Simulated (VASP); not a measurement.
SnO: single point with PBEsol

Crystal: SnO.

```xyz
4
Lattice="4.1142 0.0000 0.0000 0.0000 4.1142 0.0000 0.0000 0.0000 4.5495" Properties=species:S:1:pos:R:3 pbc="T T T"
Sn    0.0000    2.0571    1.1034
Sn    2.0571    0.0000    3.4461
O     0.0000    0.0000    0.0000
O     2.0571    2.0571    0.0000
```

```json
{
 "Program": "VASP 6.6.1",
 "Task": "single point",
 "Functional": "PBEsol",
 "Potentials or basis": "VASP PAW PBE potentials, release 64 (Sn_d, O)",
 "Cutoff": "520 eV",
 "k mesh": "12 × 12 × 10",
 "Occupations": "gaussian, width 0.15 eV",
 "Spin": "no spin polarisation"
}
```

The pressure is -9.5 GPa, the largest force is 0.757 eV/Å and the band gap on the k mesh is 0.73 eV (least direct gap 1.67 eV).

Forces in eV/Å, atoms in the order of the input:
```
Sn   0.000  0.000 -0.757
Sn   0.000  0.000  0.757
O    0.000  0.000  0.000
O    0.000  0.000  0.000
```

Stress tensor (GPa, compression positive):
```
-12.44   0.00   0.00
  0.00 -12.44   0.00
  0.00   0.00  -3.72
```

Levels at points of the mesh, in eV from the valence-band top:
| k point | band 18 | band 19 | band 20 | band 21 | band 22 | band 23 |
| --- | --- | --- | --- | --- | --- | --- |
| (0.00, 0.00, 0.00) | -2.27 | -2.14 | -0.20 | 2.20 | 4.75 | 4.75 |
| (0.50, 0.00, 0.00) | -3.31 | -1.49 | -1.49 | 3.62 | 3.62 | 5.76 |
| (0.50, 0.50, 0.00) | -1.64 | -0.95 | -0.95 | 0.73 | 0.73 | 5.39 |
| (0.00, 0.00, 0.50) | -2.28 | -2.28 | -0.56 | 1.40 | 3.12 | 3.12 |
| (0.50, 0.00, 0.50) | -3.58 | -0.71 | -0.71 | 3.05 | 3.05 | 5.21 |
| (0.50, 0.50, 0.50) | -2.06 | -1.64 | -1.64 | 3.28 | 3.28 | 4.64 |

It took 6.4 min on 1 thread of Oxide Virtual Turin-like Processor (shared host), peak memory 0.36 GiB.

Caveat: the stress differs along the axes, from -12 to -4 GPa; semilocal functionals underestimate gaps, and a narrow one can read as zero; the PAW data sets were made with another functional, which shifts forces and pressure a little; spin-orbit coupling is left out, which moves the levels of the heavy elements. A hybrid or GW would open this gap; PBEsol tends to underestimate it.
